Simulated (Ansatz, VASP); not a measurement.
## Two plane-wave programs on TiS2

```xyz
9
Lattice="3.3591 0.0000 0.0000 -1.6795 2.9090 0.0000 0.0000 0.0000 16.5443" Properties=species:S:1:pos:R:3 pbc="T T T"
Ti    0.0000    1.9394    8.2722
Ti    0.0000    1.9394   13.7874
Ti    0.0000    1.9394    2.7568
S     1.6795    0.9697    9.7011
S     1.6795    0.9697   15.2162
S     1.6795    0.9697    4.1857
S     0.0000    0.0000   12.3585
S     0.0000    0.0000    1.3280
S     0.0000    0.0000    6.8433
```

Alike in both runs: task relaxation of cell and atoms; functional PBE; dispersion D3(BJ); k mesh 12 × 12 × 2; occupations gaussian, width 0.1 eV; no spin polarisation.

|  | VASP | Ansatz |
| --- | --- | --- |
| version | VASP 6.6.1 | Ansatz 0.2.0 |
| potentials or method | VASP PAW PBE potentials, release 64 (Ti_sv, S), cutoff 500 eV | scalar-relativistic, plane waves, PAW |
| valence electrons in the cell | 72 | 72 |

Ansatz gave:

```
gap on the k mesh at the Fermi level, each at its own relaxed structure (eV) : none
relaxed volume (Å³/atom)                                                     : 17.96
relaxed cell length with the largest relative difference (Å)                 : 3.359
```

Task: What did VASP give for the same quantities?

Result: gap on the k mesh at the Fermi level, each at its own relaxed structure (eV): none; relaxed volume (Å³/atom): 17.95; relaxed cell length with the largest relative difference (Å): 3.357.

A gap of «none» marks a metal or a gap that the smearing closes. Ansatz's warnings: structure snapped to symmetry.
